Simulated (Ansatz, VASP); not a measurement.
**MgO: VASP beside Ansatz**

INCAR

```
SYSTEM = MgO
ALGO = Normal
DIPOL = 0.5 0.5 0.500
EDIFF = 1E-7
ENCUT = 520
GGA = PE
IDIPOL = 3
ISIF = 2
ISMEAR = 0
LASPH = .True.
LCHARG = .True.
LDIPOL = .True.
LELF = .True.
LREAL = .False.
LVACPOTAV = .True.
LVHAR = .True.
LWAVE = .False.
NBANDS = 36
NELM = 60
PREC = Accurate
SIGMA = 0.05
```

The input KPOINTS:

```
k-points
0
Gamma
  13 13 1
  0 0 0
```

Contents of POSCAR:

```
MgO
1.0
    3.0079232189      0.0000000000      0.0000000000
    0.0000000000      3.0079232189      0.0000000000
    0.0000000000      0.0000000000     25.6346145270
Mg O
6 6
Direct
    0.5000000000      0.5000000000      0.2925731531
    0.0000000000      0.0000000000      0.3755438918
    0.5000000000      0.5000000000      0.4585146306
    0.0000000000      0.0000000000      0.5414853694
    0.5000000000      0.5000000000      0.6244561082
    0.0000000000      0.0000000000      0.7074268469
    0.0000000000      0.0000000000      0.2925731531
    0.5000000000      0.5000000000      0.3755438918
    0.0000000000      0.0000000000      0.4585146306
    0.5000000000      0.5000000000      0.5414853694
    0.0000000000      0.0000000000      0.6244561082
    0.5000000000      0.5000000000      0.7074268469
```

Input for Ansatz:

```yaml
crystal:
  lattice:
    - [3.0079232189, 0.0, 0.0]
    - [0.0, 3.0079232189, 0.0]
    - [0.0, 0.0, 25.634614527]
  atoms:
    - { symbol: Mg, position: [0.5, 0.5, 0.2925731531] }
    - { symbol: O, position: [0.0, 0.0, 0.2925731531] }
    - { symbol: Mg, position: [0.0, 0.0, 0.3755438918] }
    - { symbol: O, position: [0.5, 0.5, 0.3755438918] }
    - { symbol: Mg, position: [0.5, 0.5, 0.4585146306] }
    - { symbol: O, position: [0.0, 0.0, 0.4585146306] }
    - { symbol: Mg, position: [0.0, 0.0, 0.5414853694] }
    - { symbol: O, position: [0.5, 0.5, 0.5414853694] }
    - { symbol: Mg, position: [0.5, 0.5, 0.6244561082] }
    - { symbol: O, position: [0.0, 0.0, 0.6244561082] }
    - { symbol: Mg, position: [0.0, 0.0, 0.7074268469] }
    - { symbol: O, position: [0.5, 0.5, 0.7074268469] }
basis:
  ecutwfc: 420
kpoints:
  mp_grid: { grid: [13, 13, 1] }
hamiltonian:
  xc: pbe
scf:
  occupations: { method: gaussian, width: 0.05 }
output:
  forces: true
  stress: true
  eigenvalues: true
efield:
  axis: 3
  dipole_correction: true
  ramp_width: 0.04
```

Alike in both runs: task single point; functional PBE; k mesh 13 × 13 × 1; occupations gaussian, width 0.05 eV; no spin polarisation.

|  | VASP | Ansatz |
| --- | --- | --- |
| version | VASP 6.6.1 | Ansatz 0.2.0 |
| potentials or method | VASP PAW PBE potentials, release 64 (Mg, O), cutoff 520 eV | scalar-relativistic, plane waves, PAW |
| valence electrons in the cell | 48 | 96 |

```tsv
	VASP	Ansatz	Ansatz less VASP
gap on the k mesh at the Fermi level (eV)	3.27	3.30	+0.025
least direct gap on the mesh (eV)	3.27	3.30	+0.025
rms of the force components (eV/Å)	0.153	0.146	-0.0070
```

VASP's potentials hold 48 valence electrons a cell and Ansatz's 96, so a difference there can come from the potentials and not from the codes.
